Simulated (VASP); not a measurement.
Cr, 1 atom in the cell. The structure is cubic, space group Im-3m (No. 229). The conventional cell has a = 2.848 Å, b = 2.848 Å, c = 2.848 Å, α = 90.00°, β = 90.00°, γ = 90.00°. Within 3.3 Å of Cr (site symmetry m-3m) lie 14 Cr at 2.47 to 2.85 Å. 

- Program: VASP 6.6.1
- Task: single point
- Functional: PBE
- Potentials or basis: VASP PAW PBE potentials, release 64 (Cr_sv)
- Cutoff: 600 eV
- k mesh: 20 × 20 × 20
- Occupations: gaussian, width 0.1 eV
- Spin: no spin polarisation
- Dipole correction: no
- Further INCAR settings: ALGO = Normal; EDIFF = 1e-06; NBANDS = 13

Potentials or basis: VASP PAW PBE potentials, release 64 (Cr_sv).

Run with:

```sh
$ cat potpaw_PBE.64/Cr_sv/POTCAR > POTCAR
$ mpirun -np 1 vasp_std > vasp.out
```

Hardware: 1 thread of AMD EPYC 7R43 64-Core Processor (Zen 3), with other jobs on the host.

Estimate the wall time of this run.

Run time: 63 s on 1 thread of AMD EPYC 7R43 64-Core Processor (Zen 3), with other jobs on the host, peak memory 0.12 GiB. Counts: scf iterations 12, k points 256.
